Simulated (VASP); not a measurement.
Write the native input for VASP 6.6.1 that does the following.

| Quantity | Value |
| --- | --- |
| Task | single point |
| Functional | HSE06 |
| Potentials or basis | VASP PAW PBE potentials, release 64 (B, P) |
| Cutoff | 520 eV |
| k mesh | 6 × 6 × 6 |
| Occupations | gaussian, width 0.01 eV |
| Spin | no spin polarisation |
| Dipole correction | no |
| Grid for exact exchange (PRECFOCK) | Normal |
| Further INCAR settings | ALGO = Normal; EDIFF = 1e-07; NBANDS = 11 |
| Share of exact exchange | 0.25 |
| Screening parameter | 0.2079 1/Å |

BP:

```
B P
1.0
     0.00000    2.26832    2.20027
     2.26832    0.00000    2.20027
     2.26832    2.26832    0.00000
B P
1 1
Cartesian
  0.0000 0.0000 0.0000
  1.1342 1.1342 1.1001
```

This cell differs from its parent crystal: uniaxial z strain -3.0%.

These files were run (other wordings do the same):

POSCAR

```
BP
1.0
    0.0000000000      2.2683156689      2.2002661989
    2.2683156689      0.0000000000      2.2002661989
    2.2683156689      2.2683156689      0.0000000000
B P
1 1
Direct
    0.0000000000      0.0000000000      0.0000000000
    0.2500000000      0.2500000000      0.2500000000
```

INCAR.step1

```
  ALGO = Normal
  EDIFF = 1E-5
  ENCUT = 520
  GGA = PE
  ISIF = 2
  ISMEAR = 0
  LASPH = True
  LCHARG = False
  LREAL = False
  LWAVE = True
  NBANDS = 11
  NELM = 100
  PREC = Accurate
  SIGMA = 0.01
```

INCAR.step2

```
  ALGO = Normal
  EDIFF = 1E-7
  ENCUT = 520
  GGA = PE
  HFSCREEN = 0.2079
  ISIF = 2
  ISMEAR = 0
  ISTART = 1
  LASPH = True
  LCHARG = False
  LHFCALC = True
  LREAL = False
  LWAVE = False
  NBANDS = 11
  NELM = 100
  PREC = Accurate
  PRECFOCK = Normal
  SIGMA = 0.01
```

KPOINTS

```
k-points
0
Gamma
  6 6 6
```

Potentials or basis: VASP PAW PBE potentials, release 64 (B, P).

The run is started by

```bash
$ cat potpaw_PBE.64/B/POTCAR potpaw_PBE.64/P/POTCAR > POTCAR
$ cp INCAR.step1 INCAR
$ mpirun -np 1 vasp_std > vasp.out
$ cp INCAR.step2 INCAR
$ mpirun -np 1 vasp_std > vasp.out
```

Results of the run:

| Quantity | Value |
| --- | --- |
| Pressure | 3.5 GPa |
| Band gap on the k mesh | 1.56 eV (least direct gap 4.07 eV) |

Caveat: the cell differs from its parent crystal (uniaxial z strain -3.0%); the stress differs along the axes, from 1 to 9 GPa; the PAW data sets were made with another functional, which shifts forces and pressure a little.

Wall time 7.1 min on 1 thread of Intel(R) Xeon(R) Platinum 8488C (Sapphire Rapids), with other jobs on the host, peak memory 0.24 GiB.
